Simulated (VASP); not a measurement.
Input of a VASP 6.6.1 run:

INCAR

```
  PREC = Accurate
  ENCUT = 520
  EDIFF = 1E-6
  ISMEAR = 0
  SIGMA = 0.05
  LREAL = F
  LASPH = T
  NELM = 60
  ALGO = Normal
  ISIF = 2
  LWAVE = F
  LCHARG = T
  GGA = PS
  LELF = T
  LVHAR = T
  NBANDS = 22
```

The input KPOINTS:

```
Automatic mesh
0
Gamma
  4 4 2
```

File POSCAR:

```
F
1.0
    3.0111171686     -1.7305922359     -0.2322433325
    3.0111171686      1.7305922359     -0.2322433325
   -2.2641300902      0.0000000000      6.9305478688
F
4
Direct
    0.0848459664      0.0848459664      0.0979998919
    0.9151540336      0.9151540336      0.9020001081
    0.5015719855      0.5015719855      0.5937195244
    0.4984280145      0.4984280145      0.4062804756
```

Potentials or basis: VASP PAW PBE potentials, release 64 (F).

Launch:

```sh
$ cat potpaw_PBE.64/F/POTCAR > POTCAR
$ mpirun -np 1 vasp_std > vasp.out
```

(1) What does it give for the pressure?

(2) What does it give for the largest force?

(3) Estimate the band gap on the k mesh.

## Answers

(1) 2.4 GPa.

(2) 2.230 eV/Å.

(3) 3.09 eV, indirect (least direct gap 3.21 eV).

Caveat: the k points lie up to 0.53 Å⁻¹ apart; the PAW data sets were made with another functional, which shifts forces and pressure a little.
